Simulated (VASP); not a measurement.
Crystal: GeSb3O2.

```
Ge Sb O
1.0
     4.21301    0.00000    0.00000
    -2.10651    3.64858    0.00000
     0.00000    0.00000    8.87254
Ge Sb O
1 3 2
Direct
  0.66667 0.33333 0.00000
  0.66667 0.33333 0.50000
  0.00000 0.00000 0.00000
  0.00000 0.00000 0.50000
  0.33333 0.66667 0.24624
  0.33333 0.66667 0.75376
```

The cell was generated, and may not be a known phase.

```yaml
Program: VASP 6.6.1
Task: relaxation of cell and atoms
Functional: PBE
Potentials_or_basis: VASP PAW PBE potentials, release 64 (Ge_d, Sb, O)
Cutoff: 600 eV
k_mesh: 6 × 6 × 2
Occupations: gaussian, width 0.1 eV
Spin: no spin polarisation
```

At the start: pressure 12.7 GPa; volume 22.73 Å³/atom.

Q: How do energy, volume and symmetry change on relaxing?

A: Over 18 steps the energy falls by 813.9 meV/atom and the volume is 19.47 Å³/atom (-14.3 %); space group P-6m2 (No. 187, to 0.1 Å) before and after.

Step by step:
```tsv
step	energy change (eV)	largest force (eV/Å)	pressure (GPa)	volume (Å³)
1	0.0000	0.0669	12.65	136.38
2	-2.5740	0.0664	-8.02	171.30
3	-2.7454	0.0587	-4.72	162.00
4	-3.6050	0.1792	-4.86	147.75
5	-4.2938	0.2100	8.51	105.76
6	-4.6283	0.3284	-3.52	127.84
7	-4.8425	0.2792	-0.29	116.76
8	-4.8480	0.2862	-1.11	118.52
9	-4.8476	0.2832	-0.76	117.66
10	-4.8611	0.2483	0.99	115.17
11	-4.8619	0.2561	0.71	115.62
12	-4.8742	0.1746	0.35	116.43
13	-4.8780	0.0690	-0.10	117.48
14	-4.8783	0.0878	-0.02	117.28
15	-4.8821	0.0225	-0.42	117.53
16	-4.8822	0.0297	-0.38	117.50
17	-4.8827	0.0029	0.23	116.36
18	-4.8831	0.0108	0.01	116.83
```

Final structure:
```cif
data_structure
_symmetry_space_group_name_H-M 'P 1'
_symmetry_Int_Tables_number 1
_cell_length_a 4.6825
_cell_length_b 4.6825
_cell_length_c 6.1527
_cell_angle_alpha 90.000
_cell_angle_beta 90.000
_cell_angle_gamma 120.000
_cell_volume 116.83
loop_
_atom_site_label
_atom_site_type_symbol
_atom_site_fract_x
_atom_site_fract_y
_atom_site_fract_z
_atom_site_occupancy
Ge1 Ge 0.66667 0.33333 0.00000 1
Sb1 Sb 0.66667 0.33333 0.50000 1
Sb2 Sb 0.00000 0.00000 0.00000 1
Sb3 Sb 0.00000 0.00000 0.50000 1
O1 O 0.33333 0.66667 0.26045 1
O2 O 0.33333 0.66667 0.73955 1
```

Caveat: a cell axis changed by over 15 % at a fixed basis, so the end point is rough; an odd number of electrons without spin polarisation forces a metal; a magnetic or distorted state may lie lower.
